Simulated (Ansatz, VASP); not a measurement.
## Two plane-wave programs on Lu2Tl

```xyz
6
Lattice="5.1995 0.0000 0.0000 -2.5997 4.5029 0.0000 0.0000 0.0000 6.5381" Properties=species:S:1:pos:R:3 pbc="T T T"
Lu    0.0000    3.0019    4.9036
Lu    2.5997    1.5010    1.6345
Lu    0.0000    0.0000    0.0000
Lu    0.0000    0.0000    3.2691
Tl    0.0000    3.0019    1.6345
Tl    2.5997    1.5010    4.9036
```

Alike in both runs: functional PBEsol; k mesh 4 × 4 × 3; no spin polarisation.

Ansatz relaxed the structure, and its values are those at the end. VASP's run is a single point on that final structure, the one shown.

|  | VASP | Ansatz |
| --- | --- | --- |
| version | VASP 6.6.1 | Ansatz 0.2.0 |
| potentials or method | VASP PAW PBE potentials, release 64 (Lu, Tl_d), cutoff 520 eV | PAW plane waves |
| occupations | fermi-dirac, width 0.1 eV | fermi-dirac |
| valence electrons in the cell | 126 | 126 |

|  | VASP | Ansatz | Ansatz less VASP |
| --- | --- | --- | --- |
| gap on the k mesh at the Fermi level (eV) | none | none | - |
| pressure (GPa) | 0.1 | 0.0 | -0.12 |

VASP's potentials were made for PBE, not for PBEsol. A gap of «none» marks a metal or a gap that the smearing closes. Ansatz's warnings: structure snapped to symmetry.

Spin-orbit coupling is off throughout.
